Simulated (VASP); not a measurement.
A run of VASP 6.6.1 is set up as follows.

Contents of INCAR:

```
SYSTEM = Ce
PREC = Accurate ; ENCUT = 500
EDIFF = 1E-6 ; ISMEAR = -1
SIGMA = 0.1 ; LREAL = .FALSE.
LASPH = .TRUE. ; NELM = 200
ALGO = Normal ; ISIF = 2
LWAVE = .FALSE. ; LCHARG = .FALSE.
NBANDS = 12 ; GGA_COMPAT = .FALSE.
LMAXMIX = 6
```

Contents of KPOINTS:

```
regular mesh
0
G
  4 4 4
  0 0 0
```

Contents of POSCAR:

```
Ce
1.0
    0.0000000000      2.2649297842      2.2649297842
    2.2649297842      0.0000000000      2.2649297842
    2.2649297842      2.2649297842      0.0000000000
Ce
1
Direct
    0.0000000000      0.0000000000      0.0000000000
```

Potentials or basis: VASP PAW LDA potentials, release 64 (Ce).

Launch:

```console
$ cat potpaw_LDA.64/Ce/POTCAR > POTCAR
$ mpirun -np 1 vasp_std > vasp.out
```

**Question.** What does it give for the pressure?

**Answer.** -1.9 GPa.

**Question.** Estimate the band gap on the k mesh.

**Answer.** Zero (bands 6 and 7 overlap by 0.13 eV).

Caveat: the k points lie up to 0.60 Å⁻¹ apart; spin-orbit coupling is left out, which moves the levels of the heavy elements; semilocal functionals describe open f shells poorly, which spoils levels, moments and volumes. Spin polarisation is off, so any magnetic state and its effect on volume and gap are missing.
